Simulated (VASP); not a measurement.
Write the native input for VASP 6.6.1 that does the following.

```yaml
Task: band structure
Functional: PBE
Potentials_or_basis: VASP PAW PBE potentials, release 64 (Sb, Mn_pv)
Cutoff: 540 eV
k_mesh: 12 × 12 × 8
Occupations: fermi-dirac, width 0.02 eV
Spin: collinear spin, ferromagnetic start
Starting_moments: "[0.0, 0.0, 4.0, 4.0] μB"
Hubbard_terms: Mn d U = 6 eV
Tolerance_level: tight
Purpose: bands
Route: KPOINTS_OPT
Further_INCAR_settings: ALGO = Normal; EDIFF = 1e-07; NBANDS = 50
```

The structure of MnSb lies in POSCAR:

```
MnSb
1.0
    4.1500000000      0.0000000000      0.0000000000
   -2.0750000000      3.5940054257      0.0000000000
    0.0000000000      0.0000000000      5.7800000000
Sb Mn
2 2
Direct
    0.6666666667      0.3333333333      0.7500000000
    0.3333333333      0.6666666667      0.2500000000
    0.0000000000      0.0000000000      0.5000000000
    0.0000000000      0.0000000000      0.0000000000
```

One way to write it, as run:

INCAR

```
  GGA = PE
  ISPIN = 2
  MAGMOM = 0 0 4 4
  LORBIT = 11
  LDAU = T
  LDAUTYPE = 2
  LDAUL = -1 2
  LDAUU = 0 6
  LDAUJ = 0 0
  ISMEAR = -1
  SIGMA = 0.02
  LWAVE = F
  LCHARG = F
  NBANDS = 50
  PREC = Accurate
  LASPH = T
  LREAL = F
  ALGO = Normal
  EDIFF = 1E-7
  NELM = 200
  GGA_COMPAT = F
  ENCUT = 540
  LMAXMIX = 4
  KPAR = 2
```

KPOINTS

```
Automatic mesh
0
Gamma
  12 12 8
  0 0 0
```

KPOINTS_OPT

```
path GMKGALHA,LM,KH
12
line-mode
reciprocal
 0.0000000000  0.0000000000  0.0000000000  G
 0.5000000000  0.0000000000  0.0000000000  M

 0.5000000000  0.0000000000  0.0000000000  M
 0.3333333333  0.3333333333  0.0000000000  K

 0.3333333333  0.3333333333  0.0000000000  K
 0.0000000000  0.0000000000  0.0000000000  G

 0.0000000000  0.0000000000  0.0000000000  G
 0.0000000000  0.0000000000  0.5000000000  A

 0.0000000000  0.0000000000  0.5000000000  A
 0.5000000000  0.0000000000  0.5000000000  L

 0.5000000000  0.0000000000  0.5000000000  L
 0.3333333333  0.3333333333  0.5000000000  H

 0.3333333333  0.3333333333  0.5000000000  H
 0.0000000000  0.0000000000  0.5000000000  A

 0.5000000000  0.0000000000  0.5000000000  L
 0.5000000000  0.0000000000  0.0000000000  M

 0.3333333333  0.3333333333  0.0000000000  K
 0.3333333333  0.3333333333  0.5000000000  H
```

Potentials or basis: VASP PAW PBE potentials, release 64 (Sb, Mn_pv).

Run with:

```console
$ cat potpaw_PBE.64/Sb/POTCAR potpaw_PBE.64/Mn_pv/POTCAR > POTCAR
$ mpirun -np 2 vasp_std > vasp.out
```

Results of the run:

```
Pressure                                              : 10.9 GPa
Band gap along the path                               : zero within the smearing
Net moment                                            : 8.23 μB per cell
Site moments                                          : Sb -0.23; Mn +4.37 μB
Valence electrons inside the program's atomic spheres : Sb 2.53; Mn 11.45
```

Caveat: the cell stands under pressure; spin-orbit coupling is left out, which moves the levels of the heavy elements; the run started ferromagnetic, and an antiferromagnetic order may lie lower in energy; the U is typed as a test and isn't derived for this compound.

Wall time 4.5 min on 2 MPI ranks on Intel(R) Xeon(R) 6975P-C (Granite Rapids), on a shared host, peak memory 1 GiB a rank.
